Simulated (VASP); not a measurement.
# Zr (Fd-3m) in VASP: further runs

Zr is run at these levels: PBE; tasks: single point.

All numbers are computed with VASP 6.6.1; they aren't measurements. Logs are shortened: lines on timing, memory, paths and dates and some standing lists are left out, and cuts for length are marked.

## (1) The cell of the first run

It takes space group Fd-3m (No. 227, cubic). Conventional cell: a = 4.814 Å, b = 4.814 Å, c = 4.814 Å, α = 90.00°, β = 90.00°, γ = 90.00°. Zr (site symmetry -43m) has 4 Zr at 2.08 Å within 2.8 Å.

## (2) Single point, PBE (volume scaled by 0.45)

Input file INCAR:

```
  PREC = Accurate
  ENCUT = 520
  EDIFF = 1E-6
  ISMEAR = -1
  SIGMA = 0.08
  LREAL = F
  LASPH = T
  NELM = 100
  ALGO = Normal
  ISIF = 2
  LWAVE = F
  LCHARG = F
  GGA = PE
  NBANDS = 19
```

Input file KPOINTS:

```
regular mesh
0
Gamma
  11 11 11
```

Input file POSCAR:

```
Zr
1.0
    0.0000000000      2.4071591470      2.4071591470
    2.4071591470      0.0000000000      2.4071591470
    2.4071591470      2.4071591470      0.0000000000
Zr
2
Direct
   -0.1250000000     -0.1250000000     -0.1250000000
    0.1250000000      0.1250000000      0.1250000000
```

Potentials or basis: VASP PAW PBE potentials, release 64 (Zr_sv).

Launch:

```console
$ cat potpaw_PBE.64/Zr_sv/POTCAR > POTCAR
$ mpirun -np 1 vasp_std > vasp.out
```

OUTCAR:

```text
PREC = Accurate
   ENCUT = 520
   EDIFF = 1E-6
   ISMEAR = -1
   LREAL = F
   LASPH = T
   NELM = 100
   ISIF = 2
   GGA = PE

 ion  position               nearest neighbor table
   1  0.875  0.875  0.875-   2 2.08   2 2.08   2 2.08   2 2.08
   2  0.125  0.125  0.125-   1 2.08   1 2.08   1 2.08   1 2.08

  LATTYP: Found a face centered cubic cell.
 ALAT       =     4.8143182940

  Lattice vectors:

 A1 = (   0.0000000000,   2.4071591470,   2.4071591470)
 A2 = (   2.4071591470,   0.0000000000,   2.4071591470)
 A3 = (   2.4071591470,   2.4071591470,   0.0000000000)

Analysis of symmetry for initial positions (statically):
=====================================================================
 Subroutine PRICEL returns:
 Original cell was already a primitive cell.

 Routine SETGRP: Setting up the symmetry group for a
 face centered cubic supercell.

 Subroutine GETGRP returns: Found 48 space group operations
 (whereof 12 operations were pure point group operations)
 out of a pool of 48 trial point group operations.

The static configuration has the point symmetry D_3d.
 The point group associated with its full space group is O_h .

Analysis of symmetry for dynamics (positions and initial velocities):
=====================================================================
 Subroutine PRICEL returns:
 Original cell was already a primitive cell.

 Routine SETGRP: Setting up the symmetry group for a
 face centered cubic supercell.

 Subroutine GETGRP returns: Found 48 space group operations
 (whereof 12 operations were pure point group operations)
 out of a pool of 48 trial point group operations.

The dynamic configuration has the point symmetry D_3d.
 The point group associated with its full space group is O_h .

 Subroutine INISYM returns: Found 48 space group operations
 (whereof 12 operations are pure point group operations),
 and found     1 'primitive' translations

----------------------------------------------------------------------------------------

                                     Primitive cell

  volume of cell :      27.8962

  direct lattice vectors                    reciprocal lattice vectors
     0.000000000  2.407159147  2.407159147    -0.207713728  0.207713728  0.207713728
     2.407159147  0.000000000  2.407159147     0.207713728 -0.207713728  0.207713728
     2.407159147  2.407159147  0.000000000     0.207713728  0.207713728 -0.207713728

  length of vectors
     3.404237112  3.404237112  3.404237112     0.359770730  0.359770730  0.359770730

  position of ions in fractional coordinates (direct lattice)
     0.875000000  0.875000000  0.875000000
     0.125000000  0.125000000  0.125000000

  ion indices of the primitive-cell ions
   primitive index   ion index
                 1           1
                 2           2

----------------------------------------------------------------------------------------

 KPOINTS: regular mesh

Automatic generation of k-mesh.
 Grid dimensions read from file:
 generate k-points for:   11   11   11

 Generating k-lattice:

  Cartesian coordinates                     Fractional coordinates (reciprocal lattice)
    -0.018883066  0.018883066  0.018883066     0.090909091  0.000000000  0.000000000
     0.018883066 -0.018883066  0.018883066     0.000000000  0.090909091  0.000000000
     0.018883066  0.018883066 -0.018883066     0.000000000  0.000000000  0.090909091

  Length of vectors
     0.032706430  0.032706430  0.032706430

  Shift w.r.t. Gamma in fractional coordinates (k-lattice)
     0.000000000  0.000000000  0.000000000

 Subroutine IBZKPT returns following result:
 ===========================================

 Found     56 irreducible k-points:

 Following reciprocal coordinates:
            Coordinates               Weight
  0.000000  0.000000  0.000000      1.000000
  0.090909  0.000000  0.000000      8.000000
  0.181818  0.000000  0.000000      8.000000
  0.272727  0.000000  0.000000      8.000000
  0.363636  0.000000  0.000000      8.000000
  0.454545  0.000000  0.000000      8.000000
[... 16 lines left out ...]
 -0.272727  0.181818  0.000000     24.000000
 -0.181818  0.181818  0.000000     12.000000
 [... further k-points ...]
   k-points           NKPTS =     56   k-points in BZ     NKDIM =     56   number of bands    NBANDS=     19
   number of dos      NEDOS =    301   number of ions     NIONS =      2
   total plane-waves  NPLWV =  21952
   dimension x,y,z NGX =    28 NGY =   28 NGZ =   28
   dimension x,y,z NGXF=    56 NGYF=   56 NGZF=   56
   ions per type =               2
   NGX,Y,Z   is equivalent  to a cutoff of  13.67, 13.67, 13.67 a.u.
   NGXF,Y,Z  is equivalent  to a cutoff of  27.35, 27.35, 27.35 a.u.
 SYSTEM =  unknown system
   PREC   = accura    normal or accurate (medium, high low for compatibility)
   ISTART =      0    job   : 0-new  1-cont  2-samecut
   ICHARG =      2    charge: 1-file 2-atom 10-const
   ISPIN  =      1    spin polarized calculation?
   LNONCOLLINEAR =      F non collinear calculations
   LSORBIT =      F    spin-orbit coupling
   LASPH  =      T    aspherical Exc in radial PAW
   ENCUT  =  520.0 eV  38.22 Ry    6.18 a.u.   6.33  6.33  6.33*2*pi/ulx,y,z
   NELM   =    100;   NELMIN=  2; NELMDL= -5     # of ELM steps
   EDIFF  = 0.1E-05   stopping-criterion for ELM
   LREAL  =      F    real-space projection
   EDIFFG = 0.1E-04   stopping-criterion for IOM
   NSW    =      0    number of steps for IOM
   IBRION =     -1    ionic relax: 0-MD 1-quasi-New 2-CG
   NFREE  =      0    steps in history (QN), initial steepest desc. (CG)
   ISIF   =      2    stress and relaxation
   ISYM   =      2    0-nonsym 1-usesym 2-fastsym
   POTIM  = 0.5000    time-step for ionic-motion
   TEBEG  =    0.0;   TEEND  =   0.0 temperature during run
   PSTRESS=    0.0 pullay stress
   NELECT =      24.0000    total number of electrons
   NUPDOWN=      -1.0000    fix difference up-down
   EMIN   =  10.00;   EMAX   =-10.00  energy-range for DOS
   EFERMI =   0.00;   METHOD = LEGACY
   ISMEAR =    -1;   SIGMA  =   0.08  broadening in eV -4-tet -1-fermi 0-gaus
   EFERMI_NEDOS =   21; number of points for ismear=-14 and -15
   IALGO  =     38    algorithm
   IMIX   =      4    mixing-type and parameters
     AMIX     =   0.40;   BMIX     =  1.00
     AMIX_MAG =   1.60;   BMIX_MAG =  1.00
  volume/ion in A,a.u.               =      13.95        94.13
  Fermi-wavevector in a.u.,A,eV,Ry     =   1.557030  2.942361 32.985201  2.424344
  Thomas-Fermi vector in A             =   2.660740
   LORBIT       =      0    0 simple, 1 ext, 2 COOP (PROOUT), +10 PAW based schemes
   GGA     = PE    functional components
   LHFCALC =     F    Hartree Fock is set to
   AEXX    =    0.0000 exact exchange contribution
   IVDW    =     0    specifies the selected vdW correction
   LEPSILON=     F    determine dielectric tensor
   LRPA    =     F    only Hartree local field effects (RPA)
 non-spin polarized calculation
  energy-cutoff  :      520.00
  volume of cell :       27.90
 maximum number of plane-waves:       763
 NGX is ok and might be reduce to    28
   NGX = 13   NGY = 13   NGZ = 13

 number of electron      24.0000000 magnetization

 Free energy of the ion-electron system (eV)
  ---------------------------------------------------
  ext. energy  EPLUGINS =         0.00000000
  ---------------------------------------------------
  free energy    TOTEN  =        -4.25886228 eV

  energy without entropy =       -4.20991845  energy(sigma->0) =       -4.23439036

 E-fermi :  15.9597     XC(G=0): -13.3015

 val. band max:       15.9530887358   @ k =  -0.3636   0.0909   0.0000
 cond. band min:      15.9622940022   @ k =  -0.0909   0.0909   0.0000
 fundamental gap:      0.0092052664
 Fermi energy:        15.9596832955

 k-point     1 :       0.0000    0.0000    0.0000
  band No.  band energies     occupation
      1     -35.6934      2.00000
      2     -30.1285      2.00000
      3     -13.9840      2.00000
      4     -13.9840      2.00000
      5     -13.9840      2.00000
      6      -9.4336      2.00000
[... 11 lines left out ...]
     18      27.0358      0.00000
     19      27.5756      0.00000

 k-point     2 :       0.0909    0.0000    0.0000
  band No.  band energies     occupation
      1     -35.6286      2.00000
      2     -30.2473      2.00000
      3     -14.0486      2.00000
      4     -14.0486      2.00000
      5     -13.9692      2.00000
      6      -9.3524      2.00000
[... 11 lines left out ...]
     18      27.0366      0.00000
     19      27.4472      0.00000

 k-point     3 :       0.1818    0.0000    0.0000
  band No.  band energies     occupation
      1     -35.4417      2.00000
      2     -30.5762      2.00000
      3     -14.2104      2.00000
      4     -14.2104      2.00000
      5     -13.9470      2.00000
      6      -9.1064      2.00000
[... 11 lines left out ...]
     18      27.1417      0.00000
     19      27.1435      0.00000

 k-point     4 :       0.2727    0.0000    0.0000
  band No.  band energies     occupation
      1     -35.1582      2.00000
      2     -31.0392      2.00000
      3     -14.4017      2.00000
      4     -14.4017      2.00000
      5     -13.9510      2.00000
      6      -8.7890      2.00000
[... 11 lines left out ...]
     18      26.7587      0.00000
     19      26.7587      0.00000

 k-point     5 :       0.3636    0.0000    0.0000
  band No.  band energies     occupation
      1     -34.8368      2.00000
      2     -31.5198      2.00000
      3     -14.5615      2.00000
      4     -14.5615      2.00000
      5     -13.9812      2.00000
      6      -8.5285      2.00000
[... 11 lines left out ...]
     18      26.2542      0.00000
     19      26.2542      0.00000
[... 334 lines left out ...]
      2     -32.2107      2.00000
      3     -15.3390      2.00000
      4     -14.8653      2.00000
      5     -12.8864      2.00000
      6      -9.2767      2.00000
[... 11 lines left out ...]
     18      24.4488      0.00000
     19      25.0867      0.00000

 k-point    22 :      -0.3636    0.1818    0.0000
  band No.  band energies     occupation
      1     -34.4277      2.00000
      2     -32.0708      2.00000
      3     -15.3452      2.00000
      4     -14.7508      2.00000
      5     -12.9768      2.00000
      6      -9.1702      2.00000
[... 11 lines left out ...]
     18      22.6597      0.00000
     19      26.6135      0.00000

 k-point    23 :      -0.2727    0.1818    0.0000
  band No.  band energies     occupation
      1     -34.7295      2.00000
      2     -31.6683      2.00000
      3     -15.2041      2.00000
      4     -14.5741      2.00000
      5     -13.1569      2.00000
      6      -9.1672      2.00000
[... 11 lines left out ...]
     18      23.0415      0.00000
     19      27.8943      0.00000

 k-point    24 :      -0.1818    0.1818    0.0000
  band No.  band energies     occupation
      1     -35.0500      2.00000
      2     -31.2045      2.00000
      3     -14.9275      2.00000
      4     -14.3821      2.00000
      5     -13.4240      2.00000
      6      -9.1972      2.00000
[... 11 lines left out ...]
     18      24.2327      0.00000
     19      28.1323      0.00000

 [... further k-points ...]
[... 5 lines left out ...]
  --------------------------------------------------------------------------------------
  -------------------------------------------------------------------------------------
  Total       29.7955123     29.7955123     29.7955123      0.0000000     -0.0000000     -0.0000000
  in kB     1711.2640652   1711.2640652   1711.2640652      0.0000000     -0.0000000     -0.0000000
  external PRESSURE =    1711.2640652 kB  Pullay stress =       0.0000000 kB

 VOLUME and BASIS-vectors are now :
 -----------------------------------------------------------------------------
  energy-cutoff  :      520.00
  volume of cell :       27.90
      direct lattice vectors                 reciprocal lattice vectors
     0.000000000  2.407159147  2.407159147    -0.207713728  0.207713728  0.207713728
     2.407159147  0.000000000  2.407159147     0.207713728 -0.207713728  0.207713728
     2.407159147  2.407159147  0.000000000     0.207713728  0.207713728 -0.207713728

 POSITION                                       TOTAL-FORCE (eV/Angst)
 -----------------------------------------------------------------------------------
      4.21253      4.21253      4.21253        -0.000000      0.000000     -0.000000
      0.60179      0.60179      0.60179         0.000000     -0.000000      0.000000
 -----------------------------------------------------------------------------------
    total drift:                                0.000000     -0.000000     -0.000000

  FREE ENERGIE OF THE ION-ELECTRON SYSTEM (eV)
  ---------------------------------------------------
  free  energy   TOTEN  =        -4.2588622751 eV

  energy  without entropy=       -4.2099184486  energy(sigma->0) =       -4.23439036
```

It took 14 s on 1 thread of Intel Xeon 6975P-C (Granite Rapids), shared host; peak memory 0.16 GiB.

What came out:

* Free energy: -4.2589 eV
* Pressure: 171.1 GPa
* Band gap on the k mesh: zero (band 12 reaches 17.35 eV, above the bottom of band 13 at 14.41 eV)

## (3) Single point, PBE (volume scaled by 0.52)

Input file INCAR:

```
SYSTEM = Zr
PREC     = Accurate       ! precision mode
ENCUT    = 520            ! plane-wave cutoff, eV
EDIFF    = 1E-6           ! SCF threshold, eV
ISMEAR   = -1             ! smearing method
SIGMA    = 0.08           ! smearing width, eV
LREAL    = .FALSE.        ! projectors in reciprocal space
LASPH    = .TRUE.         ! aspherical terms in the spheres
NELM     = 80             ! most SCF steps
ALGO     = Normal         ! electronic algorithm
ISIF     = 2              ! what is computed and relaxed
LWAVE    = .FALSE.        ! write WAVECAR
LCHARG   = .FALSE.        ! write CHGCAR
GGA      = PE             ! functional
NBANDS   = 19             ! bands
```

Input file KPOINTS:

```
Automatic mesh
0
G
  11 11 11
  0 0 0
```

Input file POSCAR:

```
Zr
1.0
    0.0000000000      2.5260100890      2.5260100890
    2.5260100890      0.0000000000      2.5260100890
    2.5260100890      2.5260100890      0.0000000000
Zr
2
Direct
   -0.1250000000     -0.1250000000     -0.1250000000
    0.1250000000      0.1250000000      0.1250000000
```

Potentials or basis: VASP PAW PBE potentials, release 64 (Zr_sv).

Launch:

```console
$ cat potpaw_PBE.64/Zr_sv/POTCAR > POTCAR
$ mpirun -np 1 vasp_std > vasp.out
```

It took 16 s on 1 thread of Intel Xeon 6975P-C (Granite Rapids), shared host; peak memory 0.16 GiB.

Results (log left out):

```yaml
Free_energy: -7.7350 eV
Pressure: 94.0 GPa
Band_gap_on_the_k_mesh: zero (band 12 reaches 14.77 eV, above the bottom of band 13 at 12.41 eV)
```

Levels at points of the mesh, in eV from the Fermi level:
| k point | band 10 | band 11 | band 12 | band 13 | band 14 | band 15 |
| --- | --- | --- | --- | --- | --- | --- |
| (0.00, 0.00, 0.00) | -3.29 | -3.29 | -0.08 | -0.08 | -0.08 | 4.46 |

(Continued in part 2 of 2.)
